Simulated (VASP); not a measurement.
Write the native input for VASP 6.6.1 that does the following.

| Property | Result |
| --- | --- |
| Task | single point |
| Functional | PBEsol |
| Potentials or basis | VASP PAW PBE potentials, release 64 (Ta_sv_GW, N) |
| Cutoff | 700 eV |
| k mesh | 20 × 20 × 20 |
| Occupations | gaussian, width 0.15 eV |
| Spin | no spin polarisation |
| Dipole correction | no |
| Further INCAR settings | ALGO = Normal; EDIFF = 1e-06; NBANDS = 16 |

The structure of TaN lies in POSCAR:

```
TaN
1.0
    0.1806636067      2.2814032195      2.2814032195
    2.2814032195      0.1806636067      2.2814032195
    2.2814032195      2.2814032195      0.1806636067
Ta N
1 1
Direct
    0.5000000000      0.5000000000      0.5000000000
    0.0000000000      0.0000000000      0.0000000000
```

One way to write it, as run:

INCAR

```
SYSTEM = TaN
ALGO = Normal
EDIFF = 1E-6
ENCUT = 700
GGA = PS
GGA_COMPAT = .False.
ISIF = 2
ISMEAR = 0
LASPH = .True.
LCHARG = .True.
LELF = .True.
LREAL = .False.
LVHAR = .True.
LWAVE = .False.
NBANDS = 16
NELM = 120
PREC = Accurate
SIGMA = 0.15
```

KPOINTS

```
k-points
0
Gamma
  20 20 20
  0 0 0
```

Potentials or basis: VASP PAW PBE potentials, release 64 (Ta_sv_GW, N).

The run is started by

```sh
$ cat potpaw_PBE.64/Ta_sv_GW/POTCAR potpaw_PBE.64/N/POTCAR > POTCAR
$ mpirun -np 1 vasp_std > vasp.out
```

Results of the run:

```
Pressure               : 1.0 GPa
Band gap on the k mesh : zero (bands 9 and 10 overlap by 2.92 eV)
```

Caveat: the PAW data sets were made with another functional, which shifts forces and pressure a little; spin-orbit coupling is left out, which moves the levels of the heavy elements.

It took 3.5 min on 1 thread of Intel(R) Xeon(R) Platinum 8488C (Sapphire Rapids), with other jobs on the host, peak memory 0.54 GiB.
